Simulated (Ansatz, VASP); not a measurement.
TiSi16: VASP beside Ansatz

```
Si Ti
1.0
     0.00000    5.43000    5.43000
     5.43000    0.00000    5.43000
     5.43000    5.43000    0.00000
Si Ti
16 1
Cartesian
  0.0063 -0.0150 0.0021
  1.4030 1.3412 1.3932
  2.7710 2.6700 0.0314
  4.0741 4.0411 1.4220
  2.7904 -0.0124 2.7868
  4.1091 1.2810 4.1190
  5.4016 2.6344 2.8073
  6.8133 4.0253 4.1423
  0.0414 2.6725 2.7632
  1.4260 4.0469 4.0702
  2.7824 5.4399 2.7771
  4.1266 6.7772 4.1163
  2.8042 2.6408 5.4068
  4.1458 4.0293 6.8130
  5.4541 5.4156 5.4513
  6.8258 6.7344 6.8299
  6.8244 9.4456 6.8273
```

Alike in both runs: functional LDA; k mesh 2 × 2 × 2; occupations gaussian, width 0.02 eV; no spin polarisation.

Ansatz relaxed the structure, and its values are those at the end. VASP's run is a single point on that final structure, the one shown.

|  | VASP | Ansatz |
| --- | --- | --- |
| version | VASP 6.6.1 | Ansatz 0.2.0 |
| potentials or method | VASP PAW LDA potentials, release 64 (Si, Ti_sv), cutoff 520 eV | scalar-relativistic, plane waves, PAW |
| valence electrons in the cell | 76 | 76 |

|  | VASP | Ansatz | Ansatz less VASP |
| --- | --- | --- | --- |
| rms of the force components (eV/Å) | 0.010 | 0.010 | -0.0003 |

Ansatz warns that its potentials were made for another functional, while VASP's fit it. LDA's correlation is that of Perdew and Zunger in VASP and of Perdew and Wang (1992) in Ansatz.

The k mesh is coarse, so the values compare programs but aren't converged.
